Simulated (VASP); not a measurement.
# LiH in VASP: a series of runs, part 2 of 2

VASP 6.6.1.

## (4) Relaxation of cell and atoms, PBEsol

The input, INCAR:

```
PREC = Accurate ; ENCUT = 600
EDIFF = 1E-6 ; ISMEAR = -1
SIGMA = 0.05 ; LREAL = F
LASPH = T ; NELM = 80
ALGO = Normal ; ISIF = 3
LWAVE = F ; LCHARG = F
GGA = PS ; IBRION = 2
NSW = 60 ; EDIFFG = -0.01
```

The input, KPOINTS:

```
regular mesh
0
Gamma
  11 11 11
```

The input, POSCAR:

```
LiH
1.0
    0.0000000000      2.0367500000      2.0367500000
    2.0367500000      0.0000000000      2.0367500000
    2.0367500000      2.0367500000      0.0000000000
Li H
1 1
Direct
    0.0000000000      0.0000000000      0.0000000000
    0.5000000000      0.5000000000      0.5000000000
```

Potentials or basis: VASP PAW PBE potentials, release 64 (Li_sv, H).

Command:

```sh
$ cat potpaw_PBE.64/Li_sv/POTCAR potpaw_PBE.64/H/POTCAR > POTCAR
$ mpirun -np 1 vasp_std > vasp.out
```

OUTCAR:

```text
PREC = Accurate
   ENCUT = 600
   EDIFF = 1E-6
   ISMEAR = -1
   LREAL = F
   LASPH = T
   NELM = 80
   ISIF = 3
   GGA = PS
   IBRION = 2
   NSW = 60
   EDIFFG = -0.01

 ion  position               nearest neighbor table
   1  0.000  0.000  0.000-
   2  0.500  0.500  0.500-

  LATTYP: Found a face centered cubic cell.
 ALAT       =     4.0735000000

  Lattice vectors:

 A1 = (   0.0000000000,   2.0367500000,   2.0367500000)
 A2 = (   2.0367500000,   0.0000000000,   2.0367500000)
 A3 = (   2.0367500000,   2.0367500000,   0.0000000000)

Analysis of symmetry for initial positions (statically):
=====================================================================
 Subroutine PRICEL returns:
 Original cell was already a primitive cell.

[... 251 lines left out ...]
 E-fermi :   1.3376     XC(G=0):  -8.7010

 val. band max:        0.2383568958   @ k =  -0.4545   0.4545   0.0000
 cond. band min:       3.1650735801   @ k =  -0.4545   0.4545   0.0000
 fundamental gap:      2.9267166843
 Fermi energy:         1.3375676940

 k-point     1 :       0.0000    0.0000    0.0000
  band No.  band energies     occupation
      1     -43.3890      2.00000
      2      -5.3617      2.00000
      3      16.7396      0.00000
      4      18.2900      0.00000
      5      18.2900      0.00000
      6      18.2900      0.00000
[... 199 lines left out ...]
 k-point    24 :      -0.1818    0.1818    0.0000
  band No.  band energies     occupation
      1     -43.3526      2.00000
      2      -3.8156      2.00000
      3      10.5073      0.00000
      4      10.6151      0.00000
      5      16.5718      0.00000
      6      17.9818      0.00000

 [... further k-points ...]

------------------------ aborting loop because EDIFF is reached ----------------------------------------

  FORCE on cell =-STRESS in cart. coord.  units (eV):
  Direction    XX          YY          ZZ          XY          YZ          ZX
  --------------------------------------------------------------------------------------
  -------------------------------------------------------------------------------------
  Total        0.0049250      0.0049250      0.0049250      0.0000000      0.0000000     -0.0000000
  in kB        0.5036771      0.5036771      0.5036771      0.0000000      0.0000000     -0.0000000
  external PRESSURE =       0.5036771 kB  Pullay stress =       0.0000000 kB
[... 17 lines left out ...]
  FREE ENERGIE OF THE ION-ELECTRON SYSTEM (eV)
  ---------------------------------------------------
  free  energy   TOTEN  =        -6.1231390349 eV

  energy  without entropy=       -6.1231390349  energy(sigma->0) =       -6.12313903

 reached required accuracy - stopping structural energy minimisation
```

CONTCAR:

```text
LiH
   1.00000000000000
    -0.0000000000000000    1.9859902256572550    1.9859902256572550
     1.9859902256572550    0.0000000000000000    1.9859902256572550
     1.9859902256572550    1.9859902256572550    0.0000000000000000
  Li              H
     1     1
Direct
     0.0000000000000000    0.0000000000000000    0.0000000000000000
     0.5000000000000000    0.5000000000000000    0.5000000000000000

  0.00000000E+00  0.00000000E+00  0.00000000E+00
  0.00000000E+00  0.00000000E+00  0.00000000E+00
```

It took 19 s on 1 thread of Intel Xeon 8259CL, shared host; peak memory 0.13 GiB.

Results:

- Free energy: -6.1231 eV
- Relaxed volume: 7.83 Å³/atom
- Relaxed cell: a = 2.809 Å, b = 2.809 Å, c = 2.809 Å, α = 60.00°, β = 60.00°, γ = 60.00°
- Space group after relaxing (to 0.05 Å): Fm-3m (No. 225)
- Energy gained by relaxing: 4.9 meV/atom
- Ionic steps: 3
- Pressure after relaxing: 0.1 GPa
- Band gap on the k mesh: 2.93 eV, direct

Step by step:
| step | energy change (eV) | largest force (eV/Å) | pressure (GPa) | volume (Å³) |
| --- | --- | --- | --- | --- |
| 1 | 0.0000 | 0.0000 | -2.45 | 16.90 |
| 2 | -0.0042 | 0.0000 | -1.88 | 16.58 |
| 3 | -0.0097 | 0.0000 | 0.05 | 15.67 |

Final structure:
```xyz
2
Lattice="0.0000 1.9860 1.9860 1.9860 0.0000 1.9860 1.9860 1.9860 0.0000" Properties=species:S:1:pos:R:3 pbc="T T T"
Li    0.0000    0.0000    0.0000
H     1.9860    1.9860    1.9860
```

Caveat: the cutoff is under 1.25 times the usual one of these potentials, so pressure, stress and relaxed cells hold a basis-set (Pulay) error; the PAW data sets were made with another functional, which shifts forces and pressure a little.

## (5) Relaxation of cell and atoms, PBEsol+D3(BJ)

The input, INCAR:

```
  ALGO = Normal
  EDIFF = 1E-7
  EDIFFG = -0.01
  ENCUT = 600
  GGA = PS
  IBRION = 2
  ISIF = 3
  ISMEAR = -1
  IVDW = 12
  LASPH = T
  LCHARG = F
  LREAL = F
  LWAVE = F
  NELM = 80
  NSW = 60
  PREC = Accurate
  SIGMA = 0.05
```

The input, KPOINTS:

```
k-points
0
Gamma
  11 11 11
```

POSCAR is that of step 4.

Potentials or basis: VASP PAW PBE potentials, release 64 (Li_sv, H).

Command:

```sh
$ cat potpaw_PBE.64/Li_sv/POTCAR potpaw_PBE.64/H/POTCAR > POTCAR
$ mpirun -np 1 vasp_std > vasp.out
```

OUTCAR:

```text
EDIFF = 1E-7
   EDIFFG = -0.01
   ENCUT = 600
   GGA = PS
   IBRION = 2
   ISIF = 3
   ISMEAR = -1
   IVDW = 12
   LASPH = T
   LREAL = F
   NELM = 80
   NSW = 60
   PREC = Accurate
 IVDW          = 12

 ion  position               nearest neighbor table
   1  0.000  0.000  0.000-
   2  0.500  0.500  0.500-

  LATTYP: Found a face centered cubic cell.
 ALAT       =     4.0735000000

  Lattice vectors:

 A1 = (   0.0000000000,   2.0367500000,   2.0367500000)
 A2 = (   2.0367500000,   0.0000000000,   2.0367500000)
 A3 = (   2.0367500000,   2.0367500000,   0.0000000000)

Analysis of symmetry for initial positions (statically):
=====================================================================
 Subroutine PRICEL returns:
 Original cell was already a primitive cell.

 Routine SETGRP: Setting up the symmetry group for a
 face centered cubic supercell.

 Subroutine GETGRP returns: Found 48 space group operations
 (whereof 48 operations were pure point group operations)
 out of a pool of 48 trial point group operations.

The static configuration has the point symmetry O_h .

Analysis of symmetry for dynamics (positions and initial velocities):
=====================================================================
 Subroutine PRICEL returns:
 Original cell was already a primitive cell.
[... 142 lines left out ...]
  volume of cell :       16.90
 maximum number of plane-waves:       572
   NGX = 11   NGY = 11   NGZ = 11

--------------------------------------- Ionic step        1  -------------------------------------------

 number of electron       3.9999999 magnetization

 Free energy of the ion-electron system (eV)
  ---------------------------------------------------
  ext. energy  EPLUGINS =         0.00000000
  ---------------------------------------------------
  free energy    TOTEN  =        -6.11339808 eV

  energy without entropy =       -6.11339808  energy(sigma->0) =       -6.11339808

------------------------ aborting loop because EDIFF is reached ----------------------------------------

 Edisp (eV)   -0.25661

 E8    (eV) :    -0.1520
[... 111 lines left out ...]
--------------------------------------- Ionic step        4  -------------------------------------------

 number of electron       4.0000004 magnetization

 Free energy of the ion-electron system (eV)
  ---------------------------------------------------
  ext. energy  EPLUGINS =         0.00000000
  ---------------------------------------------------
  free energy    TOTEN  =        -6.11035608 eV

  energy without entropy =       -6.11035608  energy(sigma->0) =       -6.11035608

 E-fermi :   1.7127     XC(G=0):  -8.9668

 val. band max:        0.6363807703   @ k =  -0.4545   0.4545   0.0000
 cond. band min:       3.5033145121   @ k =  -0.4545   0.4545   0.0000
 fundamental gap:      2.8669337418
 Fermi energy:         1.7126958981

 k-point     1 :       0.0000    0.0000    0.0000
  band No.  band energies     occupation
      1     -42.9345      2.00000
      2      -5.2692      2.00000
      3      18.2382      0.00000
      4      19.5241      0.00000
      5      19.5241      0.00000
      6      19.5241      0.00000
[... 199 lines left out ...]
 k-point    24 :      -0.1818    0.1818    0.0000
  band No.  band energies     occupation
      1     -42.8853      2.00000
      2      -3.6833      2.00000
      3      11.2582      0.00000
      4      11.5821      0.00000
      5      17.7931      0.00000
      6      19.1873      0.00000

 [... further k-points ...]

------------------------ aborting loop because EDIFF is reached ----------------------------------------

 Edisp (eV)   -0.30099

 E8    (eV) :    -0.1784
[... 25 lines left out ...]
  FREE ENERGIE OF THE ION-ELECTRON SYSTEM (eV)
  ---------------------------------------------------
  free  energy   TOTEN  =        -6.4113426329 eV

  energy  without entropy=       -6.4113426329  energy(sigma->0) =       -6.41134263

 reached required accuracy - stopping structural energy minimisation
```

OSZICAR:

```text
N       E                     dE             d eps       ncg     rms          rms(c)
DAV:   1    -0.893799108641E+00   -0.89380E+00   -0.14729E+03   678   0.670E+02
DAV:   2    -0.625647606001E+01   -0.53627E+01   -0.50751E+01  1014   0.689E+01
DAV:   3    -0.633271482291E+01   -0.76239E-01   -0.76239E-01   780   0.866E+00
DAV:   4    -0.633413901494E+01   -0.14242E-02   -0.14242E-02   984   0.923E-01
[... 38 lines left out ...]
DAV:   5    -0.611035670215E+01   -0.60141E-05   -0.10577E-05   822   0.350E-02    0.203E-03
DAV:   6    -0.611035566286E+01    0.10393E-05   -0.49323E-07   900   0.776E-03    0.127E-03
DAV:   7    -0.611035603523E+01   -0.37237E-06   -0.29746E-08   576   0.217E-03    0.451E-04
DAV:   8    -0.611035613644E+01   -0.10121E-06   -0.54407E-09   336   0.790E-04    0.490E-05
DAV:   9    -0.611035607561E+01    0.60837E-07   -0.16727E-09   336   0.548E-04
   4 F= -.64113426E+01 E0= -.64113426E+01  d E =-.413310E-01
```

CONTCAR:

```text
LiH
   1.00000000000000
    -0.0000000000000000    1.9333427241392780    1.9333427241392780
     1.9333427241392780    0.0000000000000000    1.9333427241392780
     1.9333427241392780    1.9333427241392780    0.0000000000000000
  Li              H
     1     1
Direct
     0.0000000000000000    0.0000000000000000    0.0000000000000000
     0.5000000000000000    0.5000000000000000    0.5000000000000000

  0.00000000E+00  0.00000000E+00  0.00000000E+00
  0.00000000E+00  0.00000000E+00  0.00000000E+00
```

Wall time 29 s (1 thread of Intel Xeon 8259CL, shared host); peak memory 0.15 GiB.

Results:

```yaml
Free_energy: -6.4113 eV
Relaxed_volume: 7.23 Å³/atom
Relaxed_cell: a = 2.734 Å, b = 2.734 Å, c = 2.734 Å, α = 60.00°, β = 60.00°, γ = 60.00°
Space_group_after_relaxing_to_0.05_Å: Fm-3m (No. 225)
Energy_gained_by_relaxing: 20.7 meV/atom
Ionic_steps: 4
Pressure_after_relaxing: 0.1 GPa
Band_gap_on_the_k_mesh: 2.87 eV, direct
Dispersion_energy_per_atom: -0.150 eV
```

The path:
| step | energy change (eV) | largest force (eV/Å) | pressure (GPa) | volume (Å³) |
| --- | --- | --- | --- | --- |
| 1 | 0.0000 | 0.0000 | -4.94 | 16.90 |
| 2 | -0.0175 | 0.0000 | -3.97 | 16.27 |
| 3 | -0.0396 | 0.0000 | -1.22 | 14.95 |
| 4 | -0.0413 | 0.0000 | 0.15 | 14.45 |

Final structure:
```
CELL_PARAMETERS angstrom
0.00000 1.93334 1.93334
1.93334 0.00000 1.93334
1.93334 1.93334 0.00000
ATOMIC_POSITIONS crystal
Li 0.00000 0.00000 0.00000
H 0.50000 0.50000 0.50000
```

Caveat: the cutoff is under 1.25 times the usual one of these potentials, so pressure, stress and relaxed cells hold a basis-set (Pulay) error; the PAW data sets were made with another functional, which shifts forces and pressure a little; the volume moved by -14 % from the deposited cell, more than functionals usually miss. A k mesh can miss the band edges.

## (6) The runs side by side

| task | level | cell | k mesh | cutoff (eV) | gap on the mesh (eV) | pressure (GPa) | relaxed volume (Å³/atom) |
| --- | --- | --- | --- | --- | --- | --- | --- |
| single point | PBEsol | a = 2.880, b = 2.880, c = 2.895 Å, angles 59.8, 59.8, 59.7°, 2 atoms | 9 × 9 × 9 | 520 | 3.06 | - | - |
| single point | PBEsol | a = 2.880, b = 2.880, c = 2.909 Å, angles 59.7, 59.7, 59.3°, 2 atoms | 9 × 9 × 9 | 520 | 3.05 | - | - |
| relaxation of cell and atoms | PBEsol | relaxed from a = 2.880 Å, angles 60.0°, 2 atoms | 11 × 11 × 11 | 600 | 2.93 | 0.1 | 7.83 |
| relaxation of cell and atoms | PBEsol+D3(BJ) | relaxed from a = 2.880 Å, angles 60.0°, 2 atoms | 11 × 11 × 11 | 600 | 2.87 | 0.1 | 7.23 |

Alike in all rows: potentials or basis VASP PAW PBE potentials, release 64 (Li_sv, H); no spin polarisation; smearing fermi-dirac 0.05 eV.

Caveats: the cutoff is under 1.25 times the usual one of these potentials, so pressure, stress and relaxed cells hold a basis-set (Pulay) error; the PAW data sets were made with another functional, which shifts forces and pressure a little; the volume moved by -14 % from the deposited cell, more than functionals usually miss (some runs).

Total energies depend on the potentials used, so only differences within one code and one set of settings carry meaning.
